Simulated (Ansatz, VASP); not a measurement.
**One calculation of Sn, two programs**

```
CELL_PARAMETERS angstrom
-1.00252 2.00505 2.00505
2.00505 -1.00252 2.00505
2.00505 2.00505 -1.00252
ATOMIC_POSITIONS crystal
Sn 0.00000 0.00000 0.00000
```

Alike in both runs: task single point; functional PBEsol; k mesh 20 × 20 × 20; occupations gaussian, width 0.15 eV; no spin polarisation.

|  | VASP | Ansatz |
| --- | --- | --- |
| version | VASP 6.6.1 | Ansatz 0.2.0 |
| potentials or method | VASP PAW PBE potentials, release 64 (Sn_d), cutoff 520 eV | scalar-relativistic, plane waves, PAW |
| valence electrons in the cell | 14 | 14 |

```csv
,VASP,Ansatz,Ansatz less VASP
gap on the k mesh at the Fermi level (eV),none,none,-
pressure (GPa),1.4,1.4,+0.02
```

VASP's potentials were made for PBE, not for PBEsol. A gap of «none» marks a metal or a gap that the smearing closes. With one functional, cell and mesh, what is left measures potentials, basis and numerics.
